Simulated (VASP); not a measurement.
A run of VASP 6.6.1 is set up as follows.

The input INCAR:

```
  ALGO = Normal
  EDIFF = 1E-6
  ENCUT = 520
  GGA = PS
  ISIF = 2
  ISMEAR = 0
  LASPH = True
  LCHARG = False
  LREAL = False
  LWAVE = False
  NBANDS = 10
  NELM = 60
  PREC = Accurate
  SIGMA = 0.02
```

The input KPOINTS:

```
k-points
0
Gamma
  8 8 4
```

POSCAR

```
H
1.0
    1.7239192220     -2.7680743172     -0.0090834105
    1.7239192220      2.7680743172     -0.0090834105
   -0.0347888651      0.0000000000      6.5721280319
H
4
Direct
    0.5664644691      0.4141414165      1.0053869147
    0.4385939429      0.5808001715     -0.0053869147
    0.4141414165      0.5664644691      0.5053869147
    0.5808001715      0.4385939429      0.4946130853
```

Potentials or basis: VASP PAW PBE potentials, release 64 (H).

Command:

```console
$ cat potpaw_PBE.64/H/POTCAR > POTCAR
$ mpirun -np 1 vasp_std > vasp.out
```

Task: What does it give for the largest force?

Result: 1.694 eV/Å.

Task: Predict the band gap on the k mesh.

Result: 7.52 eV.

Forces on the atoms (eV/Å):
```
H    0.141  1.682 -0.144
H   -0.141 -1.682  0.144
H    0.141 -1.682 -0.144
H   -0.141  1.682  0.144
```

Caveat: the cell differs from its parent crystal (strained and its atoms moved); the PAW data sets were made with another functional, which shifts forces and pressure a little. A k mesh can miss the band edges.
